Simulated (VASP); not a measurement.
# Cu3N (Pm-3m) in VASP: notebook, part 3 of 3

VASP 6.6.1. The steps go on from the part before.

### Step 4. Single point, PBEsol

File INCAR:

```
  ALGO = Normal
  EDIFF = 1E-6
  ENCUT = 600
  GGA = PS
  GGA_COMPAT = F
  ISIF = 2
  ISMEAR = 0
  LASPH = T
  LCHARG = F
  LREAL = F
  LWAVE = F
  NBANDS = 27
  NELM = 120
  PREC = Accurate
  SIGMA = 0.01
```

File KPOINTS:

```
k-points
0
Gamma
  10 10 10
```

File POSCAR:

```
Cu3N
1.0
    3.7660315101      0.0000000000      0.0000000000
    0.0000000000      3.7660315101      0.0000000000
    0.0000000000      0.0000000000      3.7660315101
Cu N
3 1
Direct
    0.5000000000      0.0000000000      0.0000000000
    0.0000000000      0.5000000000      0.0000000000
    0.0000000000      0.0000000000      0.5000000000
    0.0000000000      0.0000000000      0.0000000000
```

Potentials or basis: VASP PAW PBE potentials, release 64 (Cu, N).

On the command line:

```sh
$ cat potpaw_PBE.64/Cu/POTCAR potpaw_PBE.64/N/POTCAR > POTCAR
$ mpirun -np 1 vasp_std > vasp.out
```

OUTCAR:

```text
EDIFF = 1E-6
   ENCUT = 600
   GGA = PS
   ISIF = 2
   ISMEAR = 0
   LASPH = T
   LREAL = F
   NELM = 120
   PREC = Accurate

 ion  position               nearest neighbor table
   1  0.500  0.000  0.000-   4 1.88   4 1.88   2 2.66   3 2.66   2 2.66   2 2.66   3 2.66   3 2.66
                             3 2.66   2 2.66
   2  0.000  0.500  0.000-   4 1.88   4 1.88   1 2.66   3 2.66   1 2.66   3 2.66   3 2.66   3 2.66
                             1 2.66   1 2.66
   3  0.000  0.000  0.500-   4 1.88   4 1.88   1 2.66   1 2.66   2 2.66   2 2.66   2 2.66   2 2.66
                             1 2.66   1 2.66
   4  0.000  0.000  0.000-   1 1.88   2 1.88   3 1.88   3 1.88   2 1.88   1 1.88

  LATTYP: Found a simple cubic cell.
 ALAT       =     3.7660315101

  Lattice vectors:

 A1 = (   3.7660315101,   0.0000000000,   0.0000000000)
 A2 = (   0.0000000000,   3.7660315101,   0.0000000000)
 A3 = (   0.0000000000,   0.0000000000,   3.7660315101)

Analysis of symmetry for initial positions (statically):
=====================================================================
 Subroutine PRICEL returns:
 Original cell was already a primitive cell.

 Routine SETGRP: Setting up the symmetry group for a
 simple cubic supercell.

 Subroutine GETGRP returns: Found 48 space group operations
 (whereof 48 operations were pure point group operations)
 out of a pool of 48 trial point group operations.

The static configuration has the point symmetry O_h .

Analysis of symmetry for dynamics (positions and initial velocities):
=====================================================================
 Subroutine PRICEL returns:
 Original cell was already a primitive cell.

 Routine SETGRP: Setting up the symmetry group for a
 simple cubic supercell.

 Subroutine GETGRP returns: Found 48 space group operations
 (whereof 48 operations were pure point group operations)
 out of a pool of 48 trial point group operations.

The dynamic configuration has the point symmetry O_h .

 Subroutine INISYM returns: Found 48 space group operations
 (whereof 48 operations are pure point group operations),
 and found     1 'primitive' translations

----------------------------------------------------------------------------------------

                                     Primitive cell

  volume of cell :      53.4136

  direct lattice vectors                    reciprocal lattice vectors
     3.766031510  0.000000000  0.000000000     0.265531501  0.000000000  0.000000000
     0.000000000  3.766031510  0.000000000     0.000000000  0.265531501  0.000000000
     0.000000000  0.000000000  3.766031510     0.000000000  0.000000000  0.265531501

  length of vectors
     3.766031510  3.766031510  3.766031510     0.265531501  0.265531501  0.265531501

  position of ions in fractional coordinates (direct lattice)
     0.500000000  0.000000000  0.000000000
     0.000000000  0.500000000  0.000000000
     0.000000000  0.000000000  0.500000000
     0.000000000  0.000000000  0.000000000

  ion indices of the primitive-cell ions
   primitive index   ion index
                 1           1
                 2           2
                 3           3
                 4           4

----------------------------------------------------------------------------------------

 KPOINTS: k-points

Automatic generation of k-mesh.
 Grid dimensions read from file:
 generate k-points for:   10   10   10

 Generating k-lattice:

  Cartesian coordinates                     Fractional coordinates (reciprocal lattice)
     0.026553150  0.000000000  0.000000000     0.100000000  0.000000000  0.000000000
     0.000000000  0.026553150  0.000000000     0.000000000  0.100000000  0.000000000
     0.000000000  0.000000000  0.026553150     0.000000000  0.000000000  0.100000000

  Length of vectors
     0.026553150  0.026553150  0.026553150

  Shift w.r.t. Gamma in fractional coordinates (k-lattice)
     0.000000000  0.000000000  0.000000000

 Subroutine IBZKPT returns following result:
 ===========================================

 Found     56 irreducible k-points:

 Following reciprocal coordinates:
            Coordinates               Weight
  0.000000  0.000000  0.000000      1.000000
  0.100000  0.000000  0.000000      6.000000
  0.200000  0.000000  0.000000      6.000000
  0.300000  0.000000  0.000000      6.000000
  0.400000  0.000000  0.000000      6.000000
  0.500000  0.000000  0.000000      3.000000
[... 16 lines left out ...]
  0.200000  0.100000  0.100000     24.000000
  0.300000  0.100000  0.100000     24.000000
 [... further k-points ...]
   k-points           NKPTS =     56   k-points in BZ     NKDIM =     56   number of bands    NBANDS=     27
   number of dos      NEDOS =    301   number of ions     NIONS =      4
   total plane-waves  NPLWV =  27000
   dimension x,y,z NGX =    30 NGY =   30 NGZ =   30
   dimension x,y,z NGXF=    60 NGYF=   60 NGZF=   60
   ions per type =               3   1
   NGX,Y,Z   is equivalent  to a cutoff of  13.24, 13.24, 13.24 a.u.
   NGXF,Y,Z  is equivalent  to a cutoff of  26.49, 26.49, 26.49 a.u.
 SYSTEM =  unknown system
   PREC   = accura    normal or accurate (medium, high low for compatibility)
   ISTART =      0    job   : 0-new  1-cont  2-samecut
   ICHARG =      2    charge: 1-file 2-atom 10-const
   ISPIN  =      1    spin polarized calculation?
   LNONCOLLINEAR =      F non collinear calculations
   LSORBIT =      F    spin-orbit coupling
   LASPH  =      T    aspherical Exc in radial PAW
   ENCUT  =  600.0 eV  44.10 Ry    6.64 a.u.   7.52  7.52  7.52*2*pi/ulx,y,z
   NELM   =    120;   NELMIN=  2; NELMDL= -5     # of ELM steps
   EDIFF  = 0.1E-05   stopping-criterion for ELM
   LREAL  =      F    real-space projection
   EDIFFG = 0.1E-04   stopping-criterion for IOM
   NSW    =      0    number of steps for IOM
   IBRION =     -1    ionic relax: 0-MD 1-quasi-New 2-CG
   NFREE  =      0    steps in history (QN), initial steepest desc. (CG)
   ISIF   =      2    stress and relaxation
   ISYM   =      2    0-nonsym 1-usesym 2-fastsym
   POTIM  = 0.5000    time-step for ionic-motion
   TEBEG  =    0.0;   TEEND  =   0.0 temperature during run
   PSTRESS=    0.0 pullay stress
   NELECT =      38.0000    total number of electrons
   NUPDOWN=      -1.0000    fix difference up-down
   EMIN   =  10.00;   EMAX   =-10.00  energy-range for DOS
   EFERMI =   0.00;   METHOD = LEGACY
   ISMEAR =     0;   SIGMA  =   0.01  broadening in eV -4-tet -1-fermi 0-gaus
   EFERMI_NEDOS =   21; number of points for ismear=-14 and -15
   IALGO  =     38    algorithm
   IMIX   =      4    mixing-type and parameters
     AMIX     =   0.40;   BMIX     =  1.00
     AMIX_MAG =   1.60;   BMIX_MAG =  1.00
  volume/ion in A,a.u.               =      13.35        90.11
  Fermi-wavevector in a.u.,A,eV,Ry     =   1.461455  2.761749 29.060009  2.135850
  Thomas-Fermi vector in A             =   2.577784
   LORBIT       =      0    0 simple, 1 ext, 2 COOP (PROOUT), +10 PAW based schemes
   GGA     = PS    functional components
   LHFCALC =     F    Hartree Fock is set to
   AEXX    =    0.0000 exact exchange contribution
   IVDW    =     0    specifies the selected vdW correction
   LEPSILON=     F    determine dielectric tensor
   LRPA    =     F    only Hartree local field effects (RPA)
 non-spin polarized calculation
 Gauss-broadening in eV      SIGMA  =   0.01
  energy-cutoff  :      600.00
  volume of cell :       53.41
 maximum number of plane-waves:      1806
   NGX = 15   NGY = 15   NGZ = 15

 number of electron      38.0000033 magnetization

 Free energy of the ion-electron system (eV)
  ---------------------------------------------------
  ext. energy  EPLUGINS =         0.00000000
  ---------------------------------------------------
  free energy    TOTEN  =       -20.44025891 eV

  energy without entropy =      -20.44025803  energy(sigma->0) =      -20.44025847

 E-fermi :   5.1955     XC(G=0): -11.1972

 val. band max:        5.1763774601   @ k =   0.5000   0.5000   0.5000
 cond. band min:       5.2146003073   @ k =   0.5000   0.5000   0.0000
 fundamental gap:      0.0382228472
 Fermi energy:         5.1954888278

 k-point     1 :       0.0000    0.0000    0.0000
  band No.  band energies     occupation
      1     -11.9941      2.00000
      2      -0.3520      2.00000
      3       0.1367      2.00000
      4       0.1367      2.00000
      5       0.1367      2.00000
      6       1.0752      2.00000
[... 19 lines left out ...]
     26      17.6211      0.00000
     27      17.6211      0.00000
[... 667 lines left out ...]
      5       0.5871      2.00000
      6       1.2978      2.00000
[... 19 lines left out ...]
     26      14.5167      0.00000
     27      15.6148      0.00000

 [... further k-points ...]
[... 5 lines left out ...]
  --------------------------------------------------------------------------------------
  -------------------------------------------------------------------------------------
  Total        0.2436344      0.2436344      0.2436344     -0.0000000     -0.0000000      0.0000000
  in kB        7.3079809      7.3079809      7.3079809     -0.0000000     -0.0000000      0.0000000
  external PRESSURE =       7.3079809 kB  Pullay stress =       0.0000000 kB

 VOLUME and BASIS-vectors are now :
 -----------------------------------------------------------------------------
  energy-cutoff  :      600.00
  volume of cell :       53.41
      direct lattice vectors                 reciprocal lattice vectors
     3.766031510  0.000000000  0.000000000     0.265531501  0.000000000  0.000000000
     0.000000000  3.766031510  0.000000000     0.000000000  0.265531501  0.000000000
     0.000000000  0.000000000  3.766031510     0.000000000  0.000000000  0.265531501

 POSITION                                       TOTAL-FORCE (eV/Angst)
 -----------------------------------------------------------------------------------
      1.88302      0.00000      0.00000         0.000000      0.000000      0.000000
      0.00000      1.88302      0.00000         0.000000      0.000000      0.000000
      0.00000      0.00000      1.88302         0.000000      0.000000      0.000000
      0.00000      0.00000      0.00000         0.000000      0.000000      0.000000
 -----------------------------------------------------------------------------------
    total drift:                                0.000000      0.000000      0.000000

  FREE ENERGIE OF THE ION-ELECTRON SYSTEM (eV)
  ---------------------------------------------------
  free  energy   TOTEN  =       -20.4402589080 eV

  energy  without entropy=      -20.4402580303  energy(sigma->0) =      -20.44025847
```

It took 47 s on 1 thread of AMD EPYC 9R45 (Zen 5), shared host; peak memory 0.18 GiB.

Results:

| Property | Result |
| --- | --- |
| Free energy | -20.4403 eV |
| Pressure | 0.7 GPa |
| Band gap on the k mesh | 0.04 eV, indirect (least direct gap 0.58 eV) |

Caveat: the PAW data sets were made with another functional, which shifts forces and pressure a little. A k mesh can miss the band edges.

### Step 5. Relaxation of cell and atoms, PBEsol

This run uses another cell than the first one, of 13.79 Å³/atom, 1.034 times its volume.

File INCAR:

```
SYSTEM = Cu3N
PREC     = Accurate       ! precision mode
ENCUT    = 600            ! plane-wave cutoff, eV
EDIFF    = 1E-7           ! SCF threshold, eV
ISMEAR   = 0              ! smearing method
SIGMA    = 0.01           ! smearing width, eV
LREAL    = .False.        ! projectors in reciprocal space
LASPH    = .True.         ! aspherical terms in the spheres
NELM     = 120            ! most SCF steps
ALGO     = Normal         ! electronic algorithm
ISIF     = 3              ! what is computed and relaxed
LWAVE    = .False.        ! write WAVECAR
LCHARG   = .False.        ! write CHGCAR
GGA      = PS             ! functional
IBRION   = 2              ! ionic algorithm
NSW      = 100            ! ionic steps
EDIFFG   = -0.005         ! ionic threshold
GGA_COMPAT= .False.      
NELMIN   = 4
```

File KPOINTS:

```
Automatic mesh
0
Gamma
  10 10 10
  0 0 0
```

File POSCAR:

```
Cu3N
1.0
    3.8070000000      0.0000000000      0.0000000000
    0.0000000000      3.8070000000      0.0000000000
    0.0000000000      0.0000000000      3.8070000000
Cu N
3 1
Direct
    0.5000000000      0.0000000000      0.0000000000
    0.0000000000      0.5000000000      0.0000000000
    0.0000000000      0.0000000000      0.5000000000
    0.0000000000      0.0000000000      0.0000000000
```

On the command line:

```sh
$ cat potpaw_PBE.64/Cu/POTCAR potpaw_PBE.64/N/POTCAR > POTCAR
$ mpirun -np 1 vasp_std > vasp.out
```

Run time: 1.8 min. Hardware: 1 thread of AMD EPYC 9R45 (Zen 5), shared host; peak memory 0.18 GiB.

It converged, with:

```yaml
Free_energy: -20.4420 eV
Relaxed_volume: 13.41 Å³/atom
Relaxed_cell: a = 3.771 Å, b = 3.771 Å, c = 3.771 Å, α = 90.00°, β = 90.00°, γ = 90.00°
Space_group_after_relaxing_to_0.05_Å: Pm-3m (No. 221)
Energy_gained_by_relaxing: 4.4 meV/atom
Ionic_steps: 3
Pressure_after_relaxing: 0.0 GPa
Band_gap_on_the_k_mesh: 0.05 eV, indirect (least direct gap 0.59 eV)
```

The path:
```
step  energy change (eV)  largest force (eV/Å)  pressure (GPa)  volume (Å³)
   1              0.0000                0.0000           -3.56        55.18
   2             -0.0119                0.0000            2.17        52.76
   3             -0.0177                0.0000            0.01        53.62
```

Final structure:
```xyz
4
Lattice="3.7709 0.0000 0.0000 0.0000 3.7709 0.0000 0.0000 0.0000 3.7709" Properties=species:S:1:pos:R:3 pbc="T T T"
Cu    1.8854    0.0000    0.0000
Cu    0.0000    1.8854    0.0000
Cu    0.0000    0.0000    1.8854
N     0.0000    0.0000    0.0000
```

Levels at points of the mesh, in eV from the valence-band top:
```csv
k point,band 15,band 16,band 17,band 18,band 19,band 20,band 21,band 22,band 23
"(0.00, 0.00, 0.00)",-2.46,-1.91,-1.91,-1.91,-1.86,1.08,5.38,5.38,6.62
"(0.50, 0.00, 0.00)",-2.45,-2.28,-1.91,-1.48,-1.48,1.65,3.34,6.94,7.23
"(0.50, 0.50, 0.00)",-2.53,-2.23,-1.12,-1.12,-0.73,0.05,3.67,4.89,4.89
"(0.50, 0.50, 0.50)",-1.95,-1.95,0.00,0.00,0.00,0.65,0.65,0.65,6.06
```

Caveat: the PAW data sets were made with another functional, which shifts forces and pressure a little. A k mesh can miss the band edges.

### Step 6. Single point, PBEsol

File INCAR:

```
  ALGO = Normal
  EDIFF = 1E-6
  ENCUT = 600
  GGA = PS
  GGA_COMPAT = False
  ISIF = 2
  ISMEAR = 0
  LASPH = True
  LCHARG = False
  LREAL = False
  LWAVE = False
  NBANDS = 27
  NELM = 120
  PREC = Accurate
  SIGMA = 0.1
```

File KPOINTS:

```
k-points
0
Gamma
  12 12 12
```

File POSCAR:

```
Cu3N
1.0
    3.7650243478      0.0000000000      0.0000000000
    0.0000000000      3.7650243478      0.0000000000
    0.0000000000      0.0000000000      3.7650243478
Cu N
3 1
Direct
    0.5000000000      0.0000000000      0.0000000000
    0.0000000000      0.5000000000      0.0000000000
    0.0000000000      0.0000000000      0.5000000000
    0.0000000000      0.0000000000      0.0000000000
```

Potentials or basis: VASP PAW PBE potentials, release 64 (Cu, N).

On the command line:

```sh
$ cat potpaw_PBE.64/Cu/POTCAR potpaw_PBE.64/N/POTCAR > POTCAR
$ mpirun -np 1 vasp_std > vasp.out
```

It took 78 s on 1 thread of Intel Xeon Platinum 8488C (Sapphire Rapids), shared host; peak memory 0.25 GiB.

It converged, with:

```
Free energy : -20.4411 eV
Pressure    : 0.8 GPa
```

Levels at points of the mesh, in eV from the Fermi level:
```tsv
k point	band 17	band 18	band 19	band 20	band 21	band 22
(0.00, 0.00, 0.00)	-1.96	-1.96	-1.91	1.06	5.37	5.37
(0.50, 0.00, 0.00)	-1.96	-1.53	-1.53	1.62	3.31	6.94
(0.50, 0.50, 0.00)	-1.17	-1.17	-0.77	0.00	3.66	4.86
(0.50, 0.50, 0.50)	-0.04	-0.04	-0.04	0.61	0.61	0.61
```

Caveat: the PAW data sets were made with another functional, which shifts forces and pressure a little.

### Step 7. Summary

```tsv
task	cell	k mesh	smearing	gap on the mesh (eV)	pressure (GPa)	relaxed volume (Å³/atom)
single point	a = 3.765 Å, 4 atoms	12 × 12 × 12	gaussian 0.1 eV	-	0.8	-
relaxation of cell and atoms	relaxed from a = 3.766 Å, 4 atoms	12 × 12 × 12	gaussian 0.1 eV	0.05	0.0	13.40
single point	a = 3.766 Å, 4 atoms	10 × 10 × 10	gaussian 0.01 eV	0.04	0.7	-
relaxation of cell and atoms	relaxed from a = 3.807 Å, 4 atoms	10 × 10 × 10	gaussian 0.01 eV	0.05	0.0	13.41
```

Alike in all rows: level PBEsol; potentials or basis VASP PAW PBE potentials, release 64 (Cu, N); no spin polarisation; cutoff (eV) 600.

Caveats: the PAW data sets were made with another functional, which shifts forces and pressure a little.

Total energies depend on the potentials used, so only differences within one code and one set of settings carry meaning.
